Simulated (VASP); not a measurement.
A run of VASP 6.6.1 is set up as follows.

POSCAR

```
Tl
1.0
    1.9557339937     -6.2039900104      0.0000000000
    1.9557339937      6.2039900104      0.0000000000
    0.0000000000      0.0000000000      5.1759002372
Tl
4
Direct
    0.0980000000      0.9020000000      0.9100000000
    0.5980000000      0.4020000000      0.5900000000
    0.9020000000      0.0980000000      0.0900000000
    0.4020000000      0.5980000000      0.4100000000
```

INCAR.step1

```
SYSTEM = Tl
PREC = Accurate
ENCUT = 520
ISMEAR = 0
SIGMA = 0.1
LREAL = .FALSE.
LASPH = .TRUE.
NELM = 80
NBANDS = 34
GGA = PE
ALGO = Normal
EDIFF = 1E-4
LWAVE = .TRUE.
LCHARG = .FALSE.
```

Contents of INCAR.step2:

```
SYSTEM = Tl
PREC = Accurate
ENCUT = 520
EDIFF = 1E-6
ISMEAR = 0
SIGMA = 0.1
LREAL = .FALSE.
LASPH = .TRUE.
NELM = 80
ALGO = Normal
ISIF = 2
LWAVE = .FALSE.
LCHARG = .FALSE.
METAGGA = R2SCAN
LMIXTAU = .TRUE.
NBANDS = 34
ISTART = 1
```

KPOINTS

```
regular mesh
0
G
  6 6 4
  0 0 0
```

Potentials or basis: VASP PAW PBE potentials, release 64 (Tl_d).

Command:

```sh
$ cat potpaw_PBE.64/Tl_d/POTCAR > POTCAR
$ cp INCAR.step1 INCAR
$ mpirun -np 1 vasp_std > vasp.out
$ cp INCAR.step2 INCAR
$ mpirun -np 1 vasp_std > vasp.out
```

Question: What does it give for the largest force?

Answer: 4.148 eV/Å.

Question: What does it give for the pressure?

Answer: 18.7 GPa.

Stress tensor (GPa, compression positive):
```
23.94  0.00  0.00
 0.00 13.61  0.00
 0.00  0.00 18.52
```

Caveat: the stress differs along the axes, from 14 to 24 GPa; the PAW data sets were made with another functional, which shifts forces and pressure a little.
